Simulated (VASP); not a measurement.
# AlN (P6_3/mmc) in VASP: notebook

Runs on AlN. Level: PBEsol. Tasks: single point.

All numbers are computed with VASP 6.6.1; they aren't measurements. Logs are shortened: lines on timing, memory, paths and dates and some standing lists are left out, and cuts for length are marked.

## Step 1: The cell of the first run

The structure is hexagonal, space group P6_3/mmc (No. 194). Conventional cell: a = 3.401 Å, b = 3.401 Å, c = 3.934 Å, α = 90.00°, β = 90.00°, γ = 120.00°. Al (site symmetry -6m2) has 5 N at 1.96 to 1.97 Å within 2.6 Å. N (site symmetry -6m2) has 5 Al at 1.96 to 1.97 Å within 2.6 Å.

## Step 2: Single point, PBEsol

INCAR

```
SYSTEM = AlN
ALGO     = Normal         ! electronic algorithm
EDIFF    = 1E-6           ! SCF threshold, eV
ENCUT    = 520            ! plane-wave cutoff, eV
GGA      = PS             ! functional
ISIF     = 2              ! what is computed and relaxed
ISMEAR   = 0              ! smearing method
LASPH    = .TRUE.         ! aspherical terms in the spheres
LCHARG   = .TRUE.         ! write CHGCAR
LELF     = .TRUE.         ! ELF
LREAL    = .FALSE.        ! projectors in reciprocal space
LVHAR    = .TRUE.       
LWAVE    = .FALSE.        ! write WAVECAR
NBANDS   = 16             ! bands
NELM     = 80             ! most SCF steps
PREC     = Accurate       ! precision mode
SIGMA    = 0.05           ! smearing width, eV
```

KPOINTS

```
k-points
0
G
  9 9 6
  0 0 0
```

POSCAR

```
AlN
1.0
    3.4006000000      0.0000000000      0.0000000000
   -1.7003000000      2.9450059881      0.0000000000
    0.0000000000      0.0000000000      3.9342000000
Al N
2 2
Direct
    0.3333333333      0.6666666667      0.7500000000
    0.6666666667      0.3333333333      0.2500000000
    0.3333333333      0.6666666667      0.2500000000
    0.6666666667      0.3333333333      0.7500000000
```

Potentials or basis: VASP PAW PBE potentials, release 64 (Al, N).

Started as:

```bash
cat potpaw_PBE.64/Al/POTCAR potpaw_PBE.64/N/POTCAR > POTCAR
mpirun -np 1 vasp_std > vasp.out
```

OUTCAR:

```text
SYSTEM = AlN
   EDIFF = 1E-6
   ENCUT = 520
   GGA = PS
   ISIF = 2
   ISMEAR = 0
   LASPH = .TRUE.
   LREAL = .FALSE.
   NELM = 80
   PREC = Accurate

 ion  position               nearest neighbor table
   1  0.333  0.667  0.750-   4 1.96   4 1.96   4 1.96   3 1.97   3 1.97   2 2.78   2 2.78   2 2.78
                             2 2.78   2 2.78   2 2.78
   2  0.667  0.333  0.250-   3 1.96   3 1.96   3 1.96   4 1.97   4 1.97   1 2.78   1 2.78   1 2.78
                             1 2.78   1 2.78   1 2.78
   3  0.333  0.667  0.250-   2 1.96   2 1.96   2 1.96   1 1.97   1 1.97
   4  0.667  0.333  0.750-   1 1.96   1 1.96   1 1.96   2 1.97   2 1.97

  LATTYP: Found a hexagonal cell.
 ALAT       =     3.4006000000
 C/A-ratio  =     1.1569134859

  Lattice vectors:

 A1 = (   3.4006000000,   0.0000000000,   0.0000000000)
 A2 = (  -1.7003000000,   2.9450059881,   0.0000000000)
 A3 = (   0.0000000000,   0.0000000000,   3.9342000000)

Analysis of symmetry for initial positions (statically):
=====================================================================
 Subroutine PRICEL returns:
 Original cell was already a primitive cell.

 Routine SETGRP: Setting up the symmetry group for a
 hexagonal supercell.

 Subroutine GETGRP returns: Found 24 space group operations
 (whereof 12 operations were pure point group operations)
 out of a pool of 24 trial point group operations.

The static configuration has the point symmetry D_3d.
 The point group associated with its full space group is D_6h.

Analysis of symmetry for dynamics (positions and initial velocities):
=====================================================================
 Subroutine PRICEL returns:
 Original cell was already a primitive cell.

 Routine SETGRP: Setting up the symmetry group for a
 hexagonal supercell.

 Subroutine GETGRP returns: Found 24 space group operations
 (whereof 12 operations were pure point group operations)
 out of a pool of 24 trial point group operations.

The dynamic configuration has the point symmetry D_3d.
 The point group associated with its full space group is D_6h.

 Subroutine INISYM returns: Found 24 space group operations
 (whereof 12 operations are pure point group operations),
 and found     1 'primitive' translations

----------------------------------------------------------------------------------------

                                     Primitive cell

  volume of cell :      39.4002

  direct lattice vectors                    reciprocal lattice vectors
     3.400600000  0.000000000  0.000000000     0.294065753  0.169778942  0.000000000
    -1.700300000  2.945005988  0.000000000     0.000000000  0.339557883  0.000000000
     0.000000000  0.000000000  3.934200000     0.000000000  0.000000000  0.254181282

  length of vectors
     3.400600000  3.400600000  3.934200000     0.339557883  0.339557883  0.254181282

  position of ions in fractional coordinates (direct lattice)
     0.333333333  0.666666667  0.750000000
     0.666666667  0.333333333  0.250000000
     0.333333333  0.666666667  0.250000000
     0.666666667  0.333333333  0.750000000

  ion indices of the primitive-cell ions
   primitive index   ion index
                 1           1
                 2           2
                 3           3
                 4           4

----------------------------------------------------------------------------------------

 KPOINTS: k-points

Automatic generation of k-mesh.
 Grid dimensions read from file:
 generate k-points for:    9    9    6

 Generating k-lattice:

  Cartesian coordinates                     Fractional coordinates (reciprocal lattice)
     0.032673973  0.018864327  0.000000000     0.111111111  0.000000000  0.000000000
     0.000000000  0.037728654  0.000000000     0.000000000  0.111111111  0.000000000
     0.000000000  0.000000000  0.042363547     0.000000000  0.000000000  0.166666667

  Length of vectors
     0.037728654  0.037728654  0.042363547

  Shift w.r.t. Gamma in fractional coordinates (k-lattice)
     0.000000000  0.000000000  0.000000000

 Subroutine IBZKPT returns following result:
 ===========================================

 Found     48 irreducible k-points:

 Following reciprocal coordinates:
            Coordinates               Weight
  0.000000  0.000000  0.000000      1.000000
  0.111111  0.000000  0.000000      6.000000
  0.222222 -0.000000  0.000000      6.000000
  0.333333 -0.000000  0.000000      6.000000
  0.444444 -0.000000  0.000000      6.000000
  0.111111  0.111111  0.000000      6.000000
[... 16 lines left out ...]
  0.333333  0.222222  0.166667     24.000000
  0.333333  0.333333  0.166667      4.000000
 [... further k-points ...]
   k-points           NKPTS =     48   k-points in BZ     NKDIM =     48   number of bands    NBANDS=     16
   number of dos      NEDOS =    301   number of ions     NIONS =      4
   total plane-waves  NPLWV =  23520
   dimension x,y,z NGX =    28 NGY =   28 NGZ =   30
   dimension x,y,z NGXF=    56 NGYF=   56 NGZF=   60
   ions per type =               2   2
   NGX,Y,Z   is equivalent  to a cutoff of  13.69, 13.69, 12.68 a.u.
   NGXF,Y,Z  is equivalent  to a cutoff of  27.38, 27.38, 25.35 a.u.
 SYSTEM =  AlN
   PREC   = accura    normal or accurate (medium, high low for compatibility)
   ISTART =      0    job   : 0-new  1-cont  2-samecut
   ICHARG =      2    charge: 1-file 2-atom 10-const
   ISPIN  =      1    spin polarized calculation?
   LNONCOLLINEAR =      F non collinear calculations
   LSORBIT =      F    spin-orbit coupling
   LASPH  =      T    aspherical Exc in radial PAW
   ENCUT  =  520.0 eV  38.22 Ry    6.18 a.u.   6.32  6.32  7.32*2*pi/ulx,y,z
   NELM   =     80;   NELMIN=  2; NELMDL= -5     # of ELM steps
   EDIFF  = 0.1E-05   stopping-criterion for ELM
   LREAL  =      F    real-space projection
   EDIFFG = 0.1E-04   stopping-criterion for IOM
   NSW    =      0    number of steps for IOM
   IBRION =     -1    ionic relax: 0-MD 1-quasi-New 2-CG
   NFREE  =      0    steps in history (QN), initial steepest desc. (CG)
   ISIF   =      2    stress and relaxation
   ISYM   =      2    0-nonsym 1-usesym 2-fastsym
   POTIM  = 0.5000    time-step for ionic-motion
   TEBEG  =    0.0;   TEEND  =   0.0 temperature during run
   PSTRESS=    0.0 pullay stress
   NELECT =      16.0000    total number of electrons
   NUPDOWN=      -1.0000    fix difference up-down
   EMIN   =  10.00;   EMAX   =-10.00  energy-range for DOS
   EFERMI =   0.00;   METHOD = LEGACY
   ISMEAR =     0;   SIGMA  =   0.05  broadening in eV -4-tet -1-fermi 0-gaus
   EFERMI_NEDOS =   21; number of points for ismear=-14 and -15
   IALGO  =     38    algorithm
   IMIX   =      4    mixing-type and parameters
     AMIX     =   0.40;   BMIX     =  1.00
     AMIX_MAG =   1.60;   BMIX_MAG =  1.00
  volume/ion in A,a.u.               =       9.85        66.47
  Fermi-wavevector in a.u.,A,eV,Ry     =   1.212315  2.290943 19.996583  1.469707
  Thomas-Fermi vector in A             =   2.347803
   LORBIT       =      0    0 simple, 1 ext, 2 COOP (PROOUT), +10 PAW based schemes
   GGA     = PS    functional components
   LHFCALC =     F    Hartree Fock is set to
   AEXX    =    0.0000 exact exchange contribution
   IVDW    =     0    specifies the selected vdW correction
   LEPSILON=     F    determine dielectric tensor
   LRPA    =     F    only Hartree local field effects (RPA)
 non-spin polarized calculation
 Gauss-broadening in eV      SIGMA  =   0.05
  energy-cutoff  :      520.00
  volume of cell :       39.40
 maximum number of plane-waves:      1073
 NGX is ok and might be reduce to    28
   NGX = 13   NGY = 13   NGZ = 15

 number of electron      15.9999996 magnetization

 Free energy of the ion-electron system (eV)
  ---------------------------------------------------
  ext. energy  EPLUGINS =         0.00000000
  ---------------------------------------------------
  free energy    TOTEN  =       -30.82788805 eV

  energy without entropy =      -30.82788805  energy(sigma->0) =      -30.82788805

 E-fermi :   7.7227     XC(G=0): -11.3734

 val. band max:        7.5161293966   @ k =   0.0000   0.0000   0.0000
 cond. band min:      11.0265376096   @ k =   0.0000   0.0000   0.0000
 fundamental gap:      3.5104082130
 Fermi energy:         7.7226563573

 k-point     1 :       0.0000    0.0000    0.0000
  band No.  band energies     occupation
      1      -8.9602      2.00000
      2      -4.8140      2.00000
      3       1.1530      2.00000
      4       4.3194      2.00000
      5       4.3194      2.00000
      6       6.4565      2.00000
[... 8 lines left out ...]
     15      19.4229      0.00000
     16      19.4229      0.00000

 k-point     2 :       0.1111    0.0000    0.0000
  band No.  band energies     occupation
      1      -8.8270      2.00000
      2      -4.8542      2.00000
      3       1.2897      2.00000
      4       3.9087      2.00000
      5       4.1162      2.00000
      6       5.9981      2.00000
[... 8 lines left out ...]
     15      18.9661      0.00000
     16      19.5930      0.00000

 k-point     3 :       0.2222   -0.0000    0.0000
  band No.  band energies     occupation
      1      -8.4434      2.00000
      2      -5.0105      2.00000
      3       1.6872      2.00000
      4       3.0059      2.00000
      5       3.7026      2.00000
      6       5.2195      2.00000
[... 8 lines left out ...]
     15      18.4063      0.00000
     16      20.4344      0.00000
[... 362 lines left out ...]
 k-point    23 :       0.3333    0.2222    0.1667
  band No.  band energies     occupation
      1      -6.8555      2.00000
      2      -5.9809      2.00000
      3       1.3131      2.00000
      4       2.0407      2.00000
      5       2.8813      2.00000
      6       4.8376      2.00000
[... 8 lines left out ...]
     15      19.8571      0.00000
     16      21.1788      0.00000

 k-point    24 :       0.3333    0.3333    0.1667
  band No.  band energies     occupation
      1      -6.3812      2.00000
      2      -6.3812      2.00000
      3       1.2424      2.00000
      4       2.3349      2.00000
      5       2.3349      2.00000
      6       5.4558      2.00000
[... 8 lines left out ...]
     15      19.4219      0.00000
     16      21.4249      0.00000

 [... further k-points ...]

------------------------ aborting loop because EDIFF is reached ----------------------------------------

  FORCE on cell =-STRESS in cart. coord.  units (eV):
  Direction    XX          YY          ZZ          XY          YZ          ZX
  --------------------------------------------------------------------------------------
  -------------------------------------------------------------------------------------
  Total       -1.7512101     -1.7512101      2.6984936      0.0000000     -0.0000000      0.0000000
  in kB      -71.2115862    -71.2115862    109.7321289      0.0000000     -0.0000000      0.0000000
  external PRESSURE =     -10.8970145 kB  Pullay stress =       0.0000000 kB

 VOLUME and BASIS-vectors are now :
 -----------------------------------------------------------------------------
  energy-cutoff  :      520.00
  volume of cell :       39.40
      direct lattice vectors                 reciprocal lattice vectors
     3.400600000  0.000000000  0.000000000     0.294065753  0.169778942  0.000000000
    -1.700300000  2.945005988  0.000000000     0.000000000  0.339557883  0.000000000
     0.000000000  0.000000000  3.934200000     0.000000000  0.000000000  0.254181282

 POSITION                                       TOTAL-FORCE (eV/Angst)
 -----------------------------------------------------------------------------------
     -0.00000      1.96334      2.95065         0.000000     -0.000000      0.000000
      1.70030      0.98167      0.98355        -0.000000      0.000000      0.000000
     -0.00000      1.96334      0.98355         0.000000      0.000000      0.000000
      1.70030      0.98167      2.95065        -0.000000     -0.000000      0.000000
 -----------------------------------------------------------------------------------
    total drift:                                0.000000     -0.000000      0.000000

  FREE ENERGIE OF THE ION-ELECTRON SYSTEM (eV)
  ---------------------------------------------------
  free  energy   TOTEN  =       -30.8278880495 eV

  energy  without entropy=      -30.8278880495  energy(sigma->0) =      -30.82788805
```

Wall time 29 s (1 thread of Intel Xeon 6975P-C, shared host); peak memory 0.16 GiB.

Results:

```yaml
Free_energy: -30.8279 eV
Pressure: -1.1 GPa
Band_gap_on_the_k_mesh: 3.51 eV, direct
```

Caveat: the PAW data sets were made with another functional, which shifts forces and pressure a little. As with any semilocal functional, this PBEsol gap is likely too small.

## Step 3: Single point, PBEsol

This run uses another cell than the first one, of 9.99 Å³/atom, 1.014 times its volume.

INCAR

```
PREC = Accurate ; ENCUT = 520
EDIFF = 1E-6 ; ISMEAR = 0
SIGMA = 0.05 ; LREAL = F
LASPH = T ; NELM = 100
ALGO = Normal ; ISIF = 2
LWAVE = F ; LCHARG = F
GGA = PS ; NBANDS = 16
```

KPOINTS

```
regular mesh
0
Gamma
  9 9 6
```

POSCAR

```
AlN
1.0
    3.3214000000      0.0000000000      0.0000000000
   -1.6607000000      2.8764167761      0.0000000000
    0.0000000000      0.0000000000      4.1826000000
Al N
2 2
Direct
    0.3333333333      0.6666666667      0.7500000000
    0.6666666667      0.3333333333      0.2500000000
    0.3333333333      0.6666666667      0.2500000000
    0.6666666667      0.3333333333      0.7500000000
```

Potentials or basis: VASP PAW PBE potentials, release 64 (Al, N).

Started as:

```bash
cat potpaw_PBE.64/Al/POTCAR potpaw_PBE.64/N/POTCAR > POTCAR
mpirun -np 1 vasp_std > vasp.out
```

Wall time 27 s (1 thread of Intel Xeon 6975P-C, shared host); peak memory 0.17 GiB.

Results (log left out):

```yaml
Free_energy: -30.9337 eV
Pressure: -4.5 GPa
Band_gap_on_the_k_mesh: 3.17 eV, direct
```

Levels at points of the mesh, in eV from the valence-band top:
| k point | band 6 | band 7 | band 8 | band 9 | band 10 | band 11 |
| --- | --- | --- | --- | --- | --- | --- |
| (0.00, 0.00, 0.00) | -1.58 | -1.58 | 0.00 | 3.17 | 4.30 | 8.10 |
| (0.00, 0.00, 0.50) | -2.46 | -2.46 | -2.46 | 5.55 | 5.55 | 8.28 |

Caveat: the PAW data sets were made with another functional, which shifts forces and pressure a little.
